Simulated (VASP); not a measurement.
Set up this calculation in VASP 6.6.1, as the native input.

* Task: single point
* Functional: PBE
* Potentials or basis: VASP PAW PBE potentials, release 64 (Re)
* Cutoff: 520 eV
* k mesh: 11 × 11 × 6
* Occupations: fermi-dirac, width 0.05 eV
* Spin: no spin polarisation
* Dipole correction: no
* Further INCAR settings: ALGO = Normal; EDIFF = 1e-06; NBANDS = 14

The structure of Re lies in POSCAR:

```
Re
1.0
    2.7294815618      0.0000000000      0.0000000000
   -1.3647407809      2.3638003716      0.0000000000
    0.0000000000      0.0000000000      4.4117240601
Re
2
Direct
    0.6666666667      0.3333333333      0.7500000000
    0.3333333333      0.6666666667      0.2500000000
```

One way to write it, as run:

INCAR

```
ALGO = Normal ; EDIFF = 1E-6
ENCUT = 520 ; GGA = PE
ISIF = 2 ; ISMEAR = -1
LASPH = T ; LCHARG = T
LELF = T ; LREAL = F
LVHAR = T ; LWAVE = F
NBANDS = 14 ; NELM = 60
PREC = Accurate ; SIGMA = 0.05
```

KPOINTS

```
k-points
0
Gamma
  11 11 6
```

Potentials or basis: VASP PAW PBE potentials, release 64 (Re).

Command:

```console
$ cat potpaw_PBE.64/Re/POTCAR > POTCAR
$ mpirun -np 1 vasp_std > vasp.out
```

It gave:

- Pressure: 19.8 GPa
- Band gap on the k mesh: zero (bands 7 and 8 overlap by 3.25 eV)

Caveat: the cell stands under pressure; spin-orbit coupling is left out, which moves the levels of the heavy elements.

It took 44 s on 1 thread of Intel Xeon 8259CL (shared host), peak memory 0.15 GiB.
